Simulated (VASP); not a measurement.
# Si4N in VASP: notebook, part 2 of 2

VASP 6.6.1. Earlier steps stand in the parts before.

## 3. Single point, PBEsol

Input file INCAR:

```
SYSTEM = Si4N
  PREC = Accurate
  ENCUT = 520
  EDIFF = 1E-6
  ISMEAR = 0
  SIGMA = 0.05
  LREAL = .FALSE.
  LASPH = .TRUE.
  NELM = 80
  ALGO = Normal
  ISIF = 2
  LWAVE = .FALSE.
  LCHARG = .FALSE.
  LDIPOL = .TRUE.
  IDIPOL = 3
  DIPOL = 0.5 0.5 0.489
  GGA = PS
  NBANDS = 32
```

Input file KPOINTS:

```
Automatic mesh
0
G
  8 6 1
  0 0 0
```

Input file POSCAR:

```
Si4N
1.0
    3.8417168286      0.0000000000      0.0000000000
    0.0000000000      5.4330080418      0.0000000000
    0.0000000000      0.0000000000     25.8625752429
Si N
8 2
Direct
    0.5000000000      0.0000000000      0.3286602328
    0.0000000000      0.2500000000      0.3286602328
    0.0000000000      0.5000000000      0.4029319709
    0.5000000000      0.7500000000      0.4029319709
    0.5000000000     -0.0115772975      0.4803096541
    0.0000000000      0.2331430060      0.4746145020
    0.0000000000      0.5751427478      0.5274646145
    0.5000000000      0.7685203404      0.5589412826
    0.5000000000      0.2846634433      0.6746138479
    0.5000000000      0.1985531242      0.7131078119
```

Potentials or basis: VASP PAW PBE potentials, release 64 (Si, N).

Launch:

```sh
$ cat potpaw_PBE.64/Si/POTCAR potpaw_PBE.64/N/POTCAR > POTCAR
$ mpirun -np 1 vasp_std > vasp.out
```

OUTCAR:

```text
SYSTEM = Si4N
   PREC = Accurate
   ENCUT = 520
   EDIFF = 1E-6
   ISMEAR = 0
   LREAL = .FALSE.
   LASPH = .TRUE.
   NELM = 80
   ISIF = 2
   GGA = PS

 ion  position               nearest neighbor table
   1  0.500  0.000  0.329-   2 2.35   2 2.35   4 2.35
   2  0.000  0.250  0.329-   1 2.35   1 2.35   3 2.35
   3  0.000  0.500  0.403-   4 2.35   4 2.35   2 2.35   6 2.35
   4  0.500  0.750  0.403-   3 2.35   3 2.35   1 2.35   5 2.38
   5  0.500  0.988  0.480-   6 2.34   6 2.34   8 2.36   4 2.38
   6  0.000  0.233  0.475-   7 2.31   5 2.34   5 2.34   3 2.35
[... 923 lines left out ...]
  external PRESSURE =      -1.4820127 kB  Pullay stress =       0.0000000 kB

 VOLUME and BASIS-vectors are now :
 -----------------------------------------------------------------------------
  energy-cutoff  :      520.00
  volume of cell :      539.81
      direct lattice vectors                 reciprocal lattice vectors
     3.841716829  0.000000000  0.000000000     0.260300289  0.000000000  0.000000000
     0.000000000  5.433008042  0.000000000     0.000000000  0.184060099  0.000000000
     0.000000000  0.000000000 25.862575243     0.000000000  0.000000000  0.038665910

 POSITION                                       TOTAL-FORCE (eV/Angst)
 -----------------------------------------------------------------------------------
      1.92086      0.00000      8.50000         0.000000      0.581899      0.401435
      0.00000      1.35825      8.50000         0.000000     -0.676335     -0.076941
      0.00000      2.71650     10.42086         0.000000      0.144661     -0.060374
      1.92086      4.07476     10.42086         0.000000     -0.047860     -0.278164
      1.92086      5.37011     12.42204         0.000000     -0.003880      0.001258
      0.00000      1.26667     12.27475         0.000000     -0.001890     -0.001924
      0.00000      3.12476     13.64159         0.000000     -0.000064      0.001340
      1.92086      4.17538     14.45566         0.000000      0.003281      0.012801
      1.92086      1.54658     17.44725         0.000000      0.806297     -1.714961
      1.92086      1.07874     18.44280         0.000000     -0.806109      1.715529
 -----------------------------------------------------------------------------------
    total drift:                                0.000000      0.000086     -0.000061

  FREE ENERGIE OF THE ION-ELECTRON SYSTEM (eV)
  ---------------------------------------------------
  free  energy   TOTEN  =       -58.4927454105 eV

  energy  without entropy=      -58.4849273095  energy(sigma->0) =      -58.48883636

 vacuum level on the upper side and lower side of the slab         3.388         3.301
```

OSZICAR:

```text
N       E                     dE             d eps       ncg     rms          rms(c)
DAV:   1     0.234470825170E+03    0.23447E+03   -0.13861E+04  1304   0.953E+02
DAV:   2    -0.249647616660E+02   -0.25944E+03   -0.25116E+03  1776   0.181E+02
DAV:   3    -0.594235589388E+02   -0.34459E+02   -0.34094E+02  1576   0.676E+01
[... 18 lines left out ...]
DAV:  22    -0.584927302447E+02   -0.12237E-04   -0.92585E-07  1288   0.348E-03    0.158E-03
DAV:  23    -0.584927391914E+02   -0.89467E-05   -0.82069E-07  1256   0.288E-03    0.650E-04
DAV:  24    -0.584927424128E+02   -0.32214E-05   -0.20562E-07  1088   0.161E-03    0.438E-04
DAV:  25    -0.584927445880E+02   -0.21752E-05   -0.75967E-08  1048   0.959E-04    0.232E-04
DAV:  26    -0.584927454105E+02   -0.82253E-06   -0.28440E-08  1016   0.548E-04
   1 F= -.58492745E+02 E0= -.58488836E+02  d E =-.781810E-02
```

stdout:

```text
POSCAR found type information on POSCAR SiN
 POSCAR found :  2 types and      10 ions
 scaLAPACK will be used
 -----------------------------------------------------------------------------
|                                                                             |
|                                                                             |
|     You enforced a specific xc type in the INCAR file but a different       |
|     I HOPE YOU KNOW WHAT YOU ARE DOING!                                     |
|                                                                             |
 -----------------------------------------------------------------------------

 LDA part: xc-table for (Slater+PW92), standard interpolation
 POSCAR, INCAR and KPOINTS ok, starting setup
 FFT: planning ... GRIDC
 FFT: planning ... GRID_SOFT
 FFT: planning ... GRID
 WAVECAR not read
 entering main loop
```

Run time: 5.9 min. Hardware: 1 thread of Intel Xeon 6975P-C (Granite Rapids), shared host; peak memory 0.64 GiB.

Results:

| Property | Result |
| --- | --- |
| Free energy | -58.4927 eV |
| Largest force | 1.895 eV/Å |
| Band gap on the k mesh | zero (bands 21 and 22 overlap by 0.33 eV) |

Forces in eV/Å, atoms in the order of the input:
```
Si   0.000  0.582  0.401
Si   0.000 -0.676 -0.077
Si   0.000  0.145 -0.060
Si   0.000 -0.048 -0.278
Si   0.000 -0.004  0.001
Si   0.000 -0.002 -0.002
Si   0.000  0.000  0.001
Si   0.000  0.003  0.013
N    0.000  0.806 -1.715
N    0.000 -0.806  1.716
```

Levels at points of the mesh, in eV from the Fermi level:
```
           k point  band 18  band 19  band 20  band 21  band 22  band 23  band 24  band 25
(0.00, 0.00, 0.00)    -0.98    -0.61    -0.11    -0.02     0.50     0.92     1.82     2.04
(0.50, 0.00, 0.00)    -2.07    -2.05    -1.01    -0.76    -0.03     0.22     1.48     1.80
(0.00, 0.50, 0.00)    -1.19    -1.02    -0.63    -0.21    -0.04     0.79     2.15     2.23
(0.50, 0.50, 0.00)    -1.81    -1.40    -0.87    -0.33     0.26     0.98     2.48     2.72
```

Caveat: the standard files for N, O and F lose accuracy on very short bonds; the PAW data sets were made with another functional, which shifts forces and pressure a little.

## 4. Single point, PBEsol

INCAR: that of step 3 with these lines changed.

```diff
@@ -3,3 +3,3 @@
   ENCUT = 520
-  EDIFF = 1E-6
+  EDIFF = 1E-7
   ISMEAR = 0
@@ -8,3 +8,3 @@
   LASPH = .TRUE.
-  NELM = 80
+  NELM = 60
   ALGO = Normal
```

Input file KPOINTS:

```
regular mesh
0
G
  8 6 1
  0 0 0
```

Input file POSCAR:

```
Si4N
1.0
    3.8417168286      0.0000000000      0.0000000000
    0.0000000000      5.4330080418      0.0000000000
    0.0000000000      0.0000000000     25.8625752429
Si N
8 2
Direct
    0.5000000000      0.0000000000      0.3286602328
    0.0000000000      0.2500000000      0.3286602328
    0.0000000000      0.5000000000      0.4029319709
    0.5000000000      0.7500000000      0.4029319709
    0.5000000000     -0.0115673112      0.4803053967
    0.0000000000      0.2332024071      0.4746285435
    0.0000000000      0.5750836503      0.5275210714
    0.5000000000      0.7686339230      0.5589582536
    0.5000000000      0.2891867982      0.6738371737
    0.5000000000      0.2188493397      0.7137287930
```

Launch:

```sh
$ cat potpaw_PBE.64/Si/POTCAR potpaw_PBE.64/N/POTCAR > POTCAR
$ mpirun -np 1 vasp_std > vasp.out
```

Run time: 6.6 min. Hardware: 1 thread of Intel Xeon 6975P-C (Granite Rapids), shared host; peak memory 0.62 GiB.

The run converged. Its results:

* Free energy: -58.4930 eV
* Largest force: 1.868 eV/Å
* Band gap on the k mesh: zero (bands 21 and 22 overlap by 0.33 eV)

Forces in eV/Å, atoms in the order of the input:
```
Si   0.000  0.582  0.402
Si   0.000 -0.676 -0.077
Si   0.000  0.144 -0.060
Si   0.000 -0.048 -0.278
Si   0.000 -0.003  0.004
Si   0.000 -0.002 -0.002
Si   0.000  0.001  0.000
Si   0.000  0.002  0.012
N    0.000  0.651 -1.751
N    0.000 -0.651  1.751
```

Levels at points of the mesh, in eV from the Fermi level:
```csv
k point,band 19,band 20,band 21,band 22,band 23,band 24
"(0.00, 0.00, 0.00)",-0.61,-0.11,-0.02,0.50,0.92,1.82
"(0.50, 0.00, 0.00)",-2.05,-1.01,-0.76,-0.03,0.22,1.48
"(0.00, 0.50, 0.00)",-1.01,-0.63,-0.21,-0.04,0.79,2.14
"(0.50, 0.50, 0.00)",-1.40,-0.87,-0.33,0.26,0.98,2.48
```

Caveat: the standard files for N, O and F lose accuracy on very short bonds; the PAW data sets were made with another functional, which shifts forces and pressure a little.

## 5. Summary

| cell | gap on the mesh (eV) | largest force (eV/Å) |
| --- | --- | --- |
| as given, atomic positions A | none | 1.38 |
| as given, atomic positions B | none | 1.90 |
| as given, atomic positions C | none | 1.87 |

Alike in all rows: task single point; level PBEsol; potentials or basis VASP PAW PBE potentials, release 64 (Si, N); no spin polarisation; k mesh 8 × 6 × 1; cutoff (eV) 520; smearing gaussian 0.05 eV.

Caveats: the standard files for N, O and F lose accuracy on very short bonds; the PAW data sets were made with another functional, which shifts forces and pressure a little.

Total energies depend on the potentials used, so only differences within one code and one set of settings carry meaning.
